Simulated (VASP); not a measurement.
# InSe2 (P4/nmm) in VASP: further runs

InSe2 is run at these levels: PBEsol, PBE; tasks: relaxation of cell and atoms.

Everything below comes from runs of VASP 6.6.1. Logs are shortened: lines on timing, memory, paths and dates and some standing lists are left out, and cuts for length are marked.

**1. The cell of the first run**

Symmetry: P4/nmm, No. 129, tetragonal system. Conventional cell: a = 3.895 Å, b = 3.895 Å, c = 9.626 Å, α = 90.00°, β = 90.00°, γ = 90.00°. Within 3.7 Å of In (site symmetry 4mm) lie 9 Se at 2.84 to 3.43 Å. Within 4.1 Å of Se (site symmetry 4mm) lie 5 In at 2.84 to 3.28 Å and 12 Se at 3.77 to 4.03 Å. Se (site symmetry -4m2) has 4 Se at 2.75 Å and 4 In at 3.43 Å within 3.6 Å.

**2. Relaxation of cell and atoms, PBEsol**

INCAR reads:

```
ALGO = Normal
EDIFF = 1E-7
EDIFFG = -0.01
ENCUT = 500
GGA = PS
GGA_COMPAT = F
IBRION = 2
ISIF = 3
ISMEAR = 0
LASPH = T
LCHARG = F
LREAL = F
LWAVE = F
NELM = 120
NELMIN = 4
NSW = 80
PREC = Accurate
SIGMA = 0.1
```

KPOINTS reads:

```
k-points
0
Gamma
  10 10 4
```

POSCAR reads:

```
InSe2
1.0
    3.8948930000      0.0000000000      0.0000000000
    0.0000000000      3.8948930000      0.0000000000
    0.0000000000      0.0000000000      9.6262310000
In Se
2 4
Direct
    0.0000000000      0.5000000000      0.7064680000
    0.5000000000      0.0000000000      0.2935320000
    0.0000000000      0.5000000000      0.3662120000
    0.5000000000      0.0000000000      0.6337880000
    0.0000000000      0.0000000000      0.0000000000
    0.5000000000      0.5000000000      0.0000000000
```

Potentials or basis: VASP PAW PBE potentials, release 64 (In_d, Se).

Command:

```console
$ cat potpaw_PBE.64/In_d/POTCAR potpaw_PBE.64/Se/POTCAR > POTCAR
$ mpirun -np 1 vasp_std > vasp.out
```

OUTCAR:

```text
EDIFF = 1E-7
   EDIFFG = -0.01
   ENCUT = 500
   GGA = PS
   IBRION = 2
   ISIF = 3
   ISMEAR = 0
   LASPH = T
   LREAL = F
   NELM = 120
   NELMIN = 4
   NSW = 80
   PREC = Accurate

 ion  position               nearest neighbor table
   1  0.000  0.500  0.706-   4 2.84   4 2.84   4 2.84   4 2.84   3 3.28
   2  0.500  0.000  0.294-   3 2.84   3 2.84   3 2.84   3 2.84   4 3.28
   3  0.000  0.500  0.366-   2 2.84   2 2.84   2 2.84   2 2.84   1 3.28
   4  0.500  0.000  0.634-   1 2.84   1 2.84   1 2.84   1 2.84   2 3.28
   5  0.000  0.000  0.000-   6 2.75   6 2.75   6 2.75   6 2.75
   6  0.500  0.500  0.000-   5 2.75   5 2.75   5 2.75   5 2.75

  LATTYP: Found a simple tetragonal cell.
 ALAT       =     3.8948930000
 C/A-ratio  =     2.4715007575

  Lattice vectors:

 A1 = (   3.8948930000,   0.0000000000,   0.0000000000)
 A2 = (   0.0000000000,   3.8948930000,   0.0000000000)
 A3 = (   0.0000000000,   0.0000000000,   9.6262310000)

Analysis of symmetry for initial positions (statically):
=====================================================================
 Subroutine PRICEL returns:
 Original cell was already a primitive cell.

 Routine SETGRP: Setting up the symmetry group for a
 simple tetragonal supercell.

 Subroutine GETGRP returns: Found 16 space group operations
 (whereof  8 operations were pure point group operations)
 out of a pool of 16 trial point group operations.

The static configuration has the point symmetry D_2d.
 The point group associated with its full space group is D_4h.

Analysis of symmetry for dynamics (positions and initial velocities):
=====================================================================
 Subroutine PRICEL returns:
 Original cell was already a primitive cell.

 Routine SETGRP: Setting up the symmetry group for a
 simple tetragonal supercell.

 Subroutine GETGRP returns: Found 16 space group operations
 (whereof  8 operations were pure point group operations)
 out of a pool of 16 trial point group operations.

The dynamic configuration has the point symmetry D_2d.
 The point group associated with its full space group is D_4h.

 Subroutine INISYM returns: Found 16 space group operations
 (whereof  8 operations are pure point group operations),
 and found     1 'primitive' translations

----------------------------------------------------------------------------------------

                                     Primitive cell

  volume of cell :     146.0318

  direct lattice vectors                    reciprocal lattice vectors
     3.894893000  0.000000000  0.000000000     0.256746463  0.000000000  0.000000000
     0.000000000  3.894893000  0.000000000     0.000000000  0.256746463  0.000000000
     0.000000000  0.000000000  9.626231000     0.000000000  0.000000000  0.103882818

  length of vectors
     3.894893000  3.894893000  9.626231000     0.256746463  0.256746463  0.103882818

  position of ions in fractional coordinates (direct lattice)
     0.000000000  0.500000000  0.706468000
     0.500000000  0.000000000  0.293532000
     0.000000000  0.500000000  0.366212000
     0.500000000  0.000000000  0.633788000
     0.000000000  0.000000000  0.000000000
     0.500000000  0.500000000  0.000000000

  ion indices of the primitive-cell ions
   primitive index   ion index
                 1           1
                 2           2
                 3           3
                 4           4
                 5           5
                 6           6

----------------------------------------------------------------------------------------

 KPOINTS: k-points

Automatic generation of k-mesh.
 Grid dimensions read from file:
 generate k-points for:   10   10    4

 Generating k-lattice:

  Cartesian coordinates                     Fractional coordinates (reciprocal lattice)
     0.025674646  0.000000000  0.000000000     0.100000000  0.000000000  0.000000000
     0.000000000  0.025674646  0.000000000     0.000000000  0.100000000  0.000000000
     0.000000000  0.000000000  0.025970704     0.000000000  0.000000000  0.250000000

  Length of vectors
     0.025674646  0.025674646  0.025970704

  Shift w.r.t. Gamma in fractional coordinates (k-lattice)
     0.000000000  0.000000000  0.000000000

 Subroutine IBZKPT returns following result:
 ===========================================

 Found     63 irreducible k-points:

 Following reciprocal coordinates:
            Coordinates               Weight
  0.000000  0.000000  0.000000      1.000000
  0.100000  0.000000  0.000000      4.000000
  0.200000  0.000000  0.000000      4.000000
  0.300000  0.000000  0.000000      4.000000
  0.400000  0.000000  0.000000      4.000000
  0.500000  0.000000  0.000000      2.000000
[... 16 lines left out ...]
  0.100000  0.000000  0.250000      8.000000
  0.200000  0.000000  0.250000      8.000000
 [... further k-points ...]
   k-points           NKPTS =     63   k-points in BZ     NKDIM =     63   number of bands    NBANDS=     30
   number of dos      NEDOS =    301   number of ions     NIONS =      6
   total plane-waves  NPLWV =  54880
   dimension x,y,z NGX =    28 NGY =   28 NGZ =   70
   dimension x,y,z NGXF=    56 NGYF=   56 NGZF=  140
   ions per type =               2   4
   NGX,Y,Z   is equivalent  to a cutoff of  11.95, 11.95, 12.09 a.u.
   NGXF,Y,Z  is equivalent  to a cutoff of  23.90, 23.90, 24.18 a.u.
 SYSTEM =  unknown system
   PREC   = accura    normal or accurate (medium, high low for compatibility)
   ISTART =      0    job   : 0-new  1-cont  2-samecut
   ICHARG =      2    charge: 1-file 2-atom 10-const
   ISPIN  =      1    spin polarized calculation?
   LNONCOLLINEAR =      F non collinear calculations
   LSORBIT =      F    spin-orbit coupling
   LASPH  =      T    aspherical Exc in radial PAW
   ENCUT  =  500.0 eV  36.75 Ry    6.06 a.u.   7.10  7.10 17.55*2*pi/ulx,y,z
   NELM   =    120;   NELMIN=  4; NELMDL= -5     # of ELM steps
   EDIFF  = 0.1E-06   stopping-criterion for ELM
   LREAL  =      F    real-space projection
   EDIFFG = -.1E-01   stopping-criterion for IOM
   NSW    =     80    number of steps for IOM
   IBRION =      2    ionic relax: 0-MD 1-quasi-New 2-CG
   NFREE  =      1    steps in history (QN), initial steepest desc. (CG)
   ISIF   =      3    stress and relaxation
   ISYM   =      2    0-nonsym 1-usesym 2-fastsym
   POTIM  = 0.5000    time-step for ionic-motion
   TEBEG  =    0.0;   TEEND  =   0.0 temperature during run
   PSTRESS=    0.0 pullay stress
   NELECT =      50.0000    total number of electrons
   NUPDOWN=      -1.0000    fix difference up-down
   EMIN   =  10.00;   EMAX   =-10.00  energy-range for DOS
   EFERMI =   0.00;   METHOD = LEGACY
   ISMEAR =     0;   SIGMA  =   0.10  broadening in eV -4-tet -1-fermi 0-gaus
   EFERMI_NEDOS =   21; number of points for ismear=-14 and -15
   IALGO  =     38    algorithm
   IMIX   =      4    mixing-type and parameters
     AMIX     =   0.40;   BMIX     =  1.00
     AMIX_MAG =   1.60;   BMIX_MAG =  1.00
  volume/ion in A,a.u.               =      24.34       164.25
  Fermi-wavevector in a.u.,A,eV,Ry     =   1.145291  2.164286 17.846635  1.311691
  Thomas-Fermi vector in A             =   2.281980
   LORBIT       =      0    0 simple, 1 ext, 2 COOP (PROOUT), +10 PAW based schemes
   GGA     = PS    functional components
   LHFCALC =     F    Hartree Fock is set to
   AEXX    =    0.0000 exact exchange contribution
   IVDW    =     0    specifies the selected vdW correction
   LEPSILON=     F    determine dielectric tensor
   LRPA    =     F    only Hartree local field effects (RPA)
 conjugate gradient relaxation of ions
 non-spin polarized calculation
 Gauss-broadening in eV      SIGMA  =   0.10
  energy-cutoff  :      500.00
  volume of cell :      146.03
 maximum number of plane-waves:      3732
   NGX = 15   NGY = 15   NGZ = 35

--------------------------------------- Ionic step        1  -------------------------------------------

 number of electron      49.9999993 magnetization

 Free energy of the ion-electron system (eV)
  ---------------------------------------------------
  ext. energy  EPLUGINS =         0.00000000
  ---------------------------------------------------
  free energy    TOTEN  =       -22.64949479 eV

  energy without entropy =      -22.63460894  energy(sigma->0) =      -22.64205186

------------------------ aborting loop because EDIFF is reached ----------------------------------------

  FORCE on cell =-STRESS in cart. coord.  units (eV):
  Direction    XX          YY          ZZ          XY          YZ          ZX
  --------------------------------------------------------------------------------------
  -------------------------------------------------------------------------------------
  Total       -3.5129526     -3.5129526     -1.9649153      0.0000000     -0.0000000     -0.0000000
  in kB      -38.5421137    -38.5421137    -21.5579305      0.0000000     -0.0000000     -0.0000000
  external PRESSURE =     -32.8807193 kB  Pullay stress =       0.0000000 kB
[... 101 lines left out ...]
  FREE ENERGIE OF THE ION-ELECTRON SYSTEM (eV)
  ---------------------------------------------------
  free  energy   TOTEN  =       -22.7290660652 eV

  energy  without entropy=      -22.7138100937  energy(sigma->0) =      -22.72143808

[... ionic steps 4 to 12 ...]

--------------------------------------- Ionic step       13  -------------------------------------------

 number of electron      49.9999990 magnetization

------------------------ aborting loop because EDIFF is reached ----------------------------------------

  FORCE on cell =-STRESS in cart. coord.  units (eV):
  Direction    XX          YY          ZZ          XY          YZ          ZX
  --------------------------------------------------------------------------------------
  -------------------------------------------------------------------------------------
  Total        0.0166228      0.0166228     -0.0120873      0.0000000      0.0000000      0.0000000
  in kB        0.1938765      0.1938765     -0.1409773      0.0000000      0.0000000      0.0000000
  external PRESSURE =       0.0822586 kB  Pullay stress =       0.0000000 kB
[... 65 lines left out ...]
  energy  without entropy=      -22.7227968053  energy(sigma->0) =      -22.73010309

--------------------------------------- Ionic step       15  -------------------------------------------

 number of electron      49.9999988 magnetization

 Free energy of the ion-electron system (eV)
  ---------------------------------------------------
  ext. energy  EPLUGINS =         0.00000000
  ---------------------------------------------------
  free energy    TOTEN  =       -22.73744931 eV

  energy without entropy =      -22.72282938  energy(sigma->0) =      -22.73013935

 E-fermi :   5.6083     XC(G=0): -10.3296

 val. band max:        5.5996708112   @ k =   0.1000   0.1000   0.0000
 cond. band min:       5.6240502044   @ k =   0.1000   0.1000   0.0000
 fundamental gap:      0.0243793932
 Fermi energy:         5.6082547051

 k-point     1 :       0.0000    0.0000    0.0000
  band No.  band energies     occupation
      1      -9.8909      2.00000
      2      -9.1092      2.00000
      3      -9.0451      2.00000
      4      -8.8508      2.00000
      5      -8.8460      2.00000
      6      -8.7932      2.00000
[... 781 lines left out ...]
     29       8.6318      0.00000
     30       9.7340      0.00000

 [... further k-points ...]

------------------------ aborting loop because EDIFF is reached ----------------------------------------

  FORCE on cell =-STRESS in cart. coord.  units (eV):
  Direction    XX          YY          ZZ          XY          YZ          ZX
  --------------------------------------------------------------------------------------
  -------------------------------------------------------------------------------------
  Total        0.0017211      0.0017211     -0.0142497      0.0000000     -0.0000000      0.0000000
  in kB        0.0200701      0.0200701     -0.1661655      0.0000000     -0.0000000      0.0000000
  external PRESSURE =      -0.0420084 kB  Pullay stress =       0.0000000 kB
[... 21 lines left out ...]
  FREE ENERGIE OF THE ION-ELECTRON SYSTEM (eV)
  ---------------------------------------------------
  free  energy   TOTEN  =       -22.7374493120 eV

  energy  without entropy=      -22.7228293800  energy(sigma->0) =      -22.73013935

 reached required accuracy - stopping structural energy minimisation
```

It took 44 min on 1 thread of AMD EPYC 7R43 (Zen 3), shared host; peak memory 0.35 GiB.

What came out:

| Quantity | Value |
| --- | --- |
| Free energy | -22.7374 eV |
| Relaxed volume | 22.90 Å³/atom |
| Relaxed cell | a = 3.834 Å, b = 3.834 Å, c = 9.349 Å, α = 90.00°, β = 90.00°, γ = 90.00° |
| Space group after relaxing (to 0.1 Å) | P4/nmm (No. 129) |
| Energy gained by relaxing | 14.7 meV/atom |
| Ionic steps | 15 |
| Pressure after relaxing | 0.0 GPa |
| Largest force after relaxing | 0.009 eV/Å |
| Band gap on the k mesh | zero (bands 25 and 26 overlap by 2.35 eV) |

Forces in eV/Å, atoms in the order of the input:
```
In   0.000  0.000 -0.009
In   0.000  0.000  0.009
Se   0.000  0.000 -0.009
Se   0.000  0.000  0.009
Se   0.000  0.000  0.000
Se   0.000  0.000  0.000
```

The path:
| step | energy change (eV) | largest force (eV/Å) | pressure (GPa) | volume (Å³) |
| --- | --- | --- | --- | --- |
| 1 | 0.0000 | 0.1024 | -3.29 | 146.03 |
| 2 | -0.0575 | 0.1106 | 1.78 | 135.72 |
| 3 | -0.0796 | 0.0333 | -0.15 | 139.11 |
| 4 | -0.0843 | 0.0201 | -0.10 | 138.48 |
| 5 | -0.0876 | 0.0191 | 0.04 | 137.26 |
| 6 | -0.0876 | 0.0193 | 0.03 | 137.35 |
| 7 | -0.0876 | 0.0191 | 0.03 | 137.31 |
| 8 | -0.0877 | 0.0170 | -0.02 | 137.40 |
| 9 | -0.0877 | 0.0186 | -0.07 | 137.49 |
| 10 | -0.0878 | 0.0174 | -0.06 | 137.47 |
| 11 | -0.0878 | 0.0151 | -0.04 | 137.43 |
| 12 | -0.0879 | 0.0121 | 0.02 | 137.35 |
| 13 | -0.0879 | 0.0112 | 0.01 | 137.37 |
| 14 | -0.0879 | 0.0104 | 0.00 | 137.38 |
| 15 | -0.0880 | 0.0092 | 0.00 | 137.40 |

Final structure:
```cif
data_structure
_symmetry_space_group_name_H-M 'P 1'
_symmetry_Int_Tables_number 1
_cell_length_a 3.8335
_cell_length_b 3.8335
_cell_length_c 9.3494
_cell_angle_alpha 90.000
_cell_angle_beta 90.000
_cell_angle_gamma 90.000
_cell_volume 137.40
loop_
_atom_site_label
_atom_site_type_symbol
_atom_site_fract_x
_atom_site_fract_y
_atom_site_fract_z
_atom_site_occupancy
In1 In 0.00000 0.50000 0.70553 1
In2 In 0.50000 0.00000 0.29447 1
Se1 Se 0.00000 0.50000 0.36710 1
Se2 Se 0.50000 0.00000 0.63290 1
Se3 Se 0.00000 0.00000 0.00000 1
Se4 Se 0.50000 0.50000 0.00000 1
```

Caveat: the PAW data sets were made with another functional, which shifts forces and pressure a little; spin-orbit coupling is left out, which moves the levels of the heavy elements.

**3. Relaxation of cell and atoms, PBE**

INCAR reads:

```
SYSTEM = InSe2
PREC = Accurate ; ENCUT = 500
EDIFF = 1E-7 ; ISMEAR = 0
SIGMA = 0.1 ; LREAL = .FALSE.
LASPH = .TRUE. ; NELM = 120
ALGO = Normal ; ISIF = 3
LWAVE = .FALSE. ; LCHARG = .FALSE.
GGA = PE ; IBRION = 2
NSW = 80 ; EDIFFG = -0.01
GGA_COMPAT = .FALSE. ; NELMIN = 4
```

KPOINTS reads:

```
regular mesh
0
G
  10 10 4
  0 0 0
```

POSCAR is that of step 2.

Potentials or basis: VASP PAW PBE potentials, release 64 (In_d, Se).

Command:

```console
$ cat potpaw_PBE.64/In_d/POTCAR potpaw_PBE.64/Se/POTCAR > POTCAR
$ mpirun -np 1 vasp_std > vasp.out
```

Run time: 20 min. Hardware: 1 thread of AMD EPYC 7R43 (Zen 3), shared host; peak memory 0.33 GiB.

It converged, with:

* Free energy: -20.2884 eV
* Relaxed volume: 24.52 Å³/atom
* Relaxed cell: a = 3.885 Å, b = 3.885 Å, c = 9.751 Å, α = 90.00°, β = 90.00°, γ = 90.00°
* Space group after relaxing (to 0.1 Å): P4/nmm (No. 129)
* Energy gained by relaxing: 0.7 meV/atom
* Ionic steps: 7
* Pressure after relaxing: 0.0 GPa
* Largest force after relaxing: 0.008 eV/Å
* Band gap on the k mesh: zero (bands 25 and 26 overlap by 2.08 eV)

Forces in eV/Å, atoms in the order of the input:
```
In   0.000  0.000 -0.008
In   0.000  0.000  0.008
Se   0.000  0.000 -0.002
Se   0.000  0.000  0.002
Se   0.000  0.000  0.000
Se   0.000  0.000  0.000
```

The path:
| step | energy change (eV) | largest force (eV/Å) | pressure (GPa) | volume (Å³) |
| --- | --- | --- | --- | --- |
| 1 | 0.0000 | 0.0559 | -0.09 | 146.03 |
| 2 | -0.0023 | 0.0295 | 0.22 | 145.75 |
| 3 | -0.0024 | 0.0207 | 0.32 | 145.66 |
| 4 | -0.0040 | 0.0161 | 0.11 | 146.58 |
| 5 | -0.0043 | 0.0160 | -0.01 | 147.15 |
| 6 | -0.0043 | 0.0117 | 0.00 | 147.15 |
| 7 | -0.0044 | 0.0085 | 0.01 | 147.15 |

Final structure:
```cif
data_structure
_symmetry_space_group_name_H-M 'P 1'
_symmetry_Int_Tables_number 1
_cell_length_a 3.8846
_cell_length_b 3.8846
_cell_length_c 9.7510
_cell_angle_alpha 90.000
_cell_angle_beta 90.000
_cell_angle_gamma 90.000
_cell_volume 147.15
loop_
_atom_site_label
_atom_site_type_symbol
_atom_site_fract_x
_atom_site_fract_y
_atom_site_fract_z
_atom_site_occupancy
In1 In 0.00000 0.50000 0.70535 1
In2 In 0.50000 0.00000 0.29465 1
Se1 Se 0.00000 0.50000 0.36546 1
Se2 Se 0.50000 0.00000 0.63454 1
Se3 Se 0.00000 0.00000 0.00000 1
Se4 Se 0.50000 0.50000 0.00000 1
```

Levels at points of the mesh, in eV from the Fermi level:
```tsv
k point	band 22	band 23	band 24	band 25	band 26	band 27	band 28	band 29
(0.00, 0.00, 0.00)	-2.01	-1.77	-1.77	0.25	0.49	2.88	2.88	3.28
(0.50, 0.00, 0.00)	-1.85	-1.30	-1.30	-0.98	-0.98	1.67	1.67	3.06
(0.50, 0.50, 0.00)	-3.56	-1.55	-1.55	-1.12	-1.12	2.69	2.69	3.92
(0.00, 0.00, 0.50)	-1.72	-1.72	-1.28	0.24	0.51	2.04	2.88	2.88
(0.50, 0.00, 0.50)	-1.60	-1.04	-1.04	-0.99	-0.99	1.14	1.14	3.40
(0.50, 0.50, 0.50)	-3.42	-1.75	-1.75	-1.44	-1.44	3.42	3.42	4.52
```

Caveat: spin-orbit coupling is left out, which moves the levels of the heavy elements.
